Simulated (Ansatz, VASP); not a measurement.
# One calculation of SiO2, two programs

```
Si O
1.0
     5.06052    0.00000    0.00000
    -2.53026    4.38254    0.00000
     0.00000    0.00000    5.54135
Si O
3 6
Direct
  0.00000 0.50000 0.33333
  0.50000 0.50000 0.66667
  0.50000 0.00000 0.00000
  0.58279 0.79139 0.83333
  0.79139 0.58279 0.50000
  0.79139 0.20861 0.16667
  0.41721 0.20861 0.83333
  0.20861 0.41721 0.50000
  0.20861 0.79139 0.16667
```

Alike in both runs: task single point; functional PBE; k mesh 6 × 6 × 4; occupations gaussian, width 0.02 eV; no spin polarisation.

|  | VASP | Ansatz |
| --- | --- | --- |
| version | VASP 6.6.1 | Ansatz 0.2.0 |
| potentials or method | VASP PAW PBE potentials, release 64 (Si, O), cutoff 520 eV | scalar-relativistic, plane waves, PAW |
| valence electrons in the cell | 48 | 48 |

```tsv
	VASP	Ansatz	Ansatz less VASP
gap on the k mesh at the Fermi level (eV)	5.72	5.72	+0.001
least direct gap on the mesh (eV)	5.91	5.91	-0.001
pressure (GPa)	5.1	5.0	-0.11
traceless stress, the component that is largest in VASP (GPa)	-0.03	-0.06	-0.035
rms of the force components (eV/Å)	0.111	0.117	+0.0056
```

Atom by atom the forces differ by 0.006 eV/Å (rms over components). The functional is the same, so the differences come from potentials, cutoffs and numerics.
